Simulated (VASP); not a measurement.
Hf2F3:

```
Hf F
1.0
     4.46185    0.00000    0.00000
     0.00000    4.46185    0.00000
     0.00000    0.00000    4.46185
Hf F
2 3
Cartesian
  2.2309 2.2309 2.2309
  0.0000 0.0000 0.0000
  0.0000 2.2309 2.2309
  2.2309 0.0000 2.2309
  2.2309 2.2309 0.0000
```

- Program: VASP 6.6.1
- Task: relaxation of cell and atoms
- Functional: PBE
- Potentials or basis: VASP PAW PBE potentials, release 64 (Hf_pv, F)
- Cutoff: 600 eV
- k mesh: 4 × 4 × 4
- Occupations: gaussian, width 0.1 eV
- Spin: no spin polarisation

At the start: pressure -5.5 GPa; volume 17.77 Å³/atom.

Q: How do energy, volume and symmetry change on relaxing?

A: Over 3 steps the energy falls by 24.8 meV/atom and the volume is 16.40 Å³/atom (-7.7 %); space group Pm-3m (No. 221, to 0.05 Å).

The path:
```
step  energy change (eV)  largest force (eV/Å)  pressure (GPa)  volume (Å³)
   1              0.0000                0.0000           -5.47        88.83
   2             -0.1224                0.0000            0.77        81.25
   3             -0.1242                0.0000            0.00        82.01
```

Final structure:
```yaml
crystal:
  lattice:
    - [4.34464, 0.00000, 0.00000]
    - [0.00000, 4.34464, 0.00000]
    - [0.00000, 0.00000, 4.34464]
  atoms:
    - { symbol: Hf, position: [0.50000, 0.50000, 0.50000] }
    - { symbol: Hf, position: [0.00000, 0.00000, 0.00000] }
    - { symbol: F, position: [0.00000, 0.50000, 0.50000] }
    - { symbol: F, position: [0.50000, 0.00000, 0.50000] }
    - { symbol: F, position: [0.50000, 0.50000, 0.00000] }
```
